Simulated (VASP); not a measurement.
Crystal: HgTe.

```
Hg Te
1.0
    -0.10964    3.17952    3.17952
     3.17952   -0.10964    3.17952
     3.17952    3.17952   -0.10964
Hg Te
1 1
Direct
  0.99564 0.99564 0.99564
  0.25436 0.25436 0.25436
```

This cell differs from its parent crystal: strain along [111] -5.0%.

Base run:

```yaml
Program: VASP 6.6.1
Functional: PBE
Potentials_or_basis: VASP PAW PBE potentials, release 64 (Hg, Te)
Cutoff: 520 eV
k_mesh: 6 × 6 × 6
Occupations: fermi-dirac, width 0.02 eV
Spin: no spin polarisation
```

Its results: band gap on the k mesh 0.21 eV; pressure 3.6 GPa; largest force 0.003 eV/Å.

Q: The run is repeated on the same cell with these changes: functional from PBE to r2SCAN; occupations from fermi-dirac, width 0.02 eV to gaussian, width 0.01 eV. What comes out?

A: Band gap on the k mesh 0.23 eV; pressure 2.3 GPa; largest force 0.006 eV/Å.

Caveats: spin-orbit coupling is left out, which moves the levels of the heavy elements; the cell stands under pressure (at least some runs); the PAW data sets were made with another functional, which shifts forces and pressure a little (at least some runs).

A k mesh can miss the band edges.
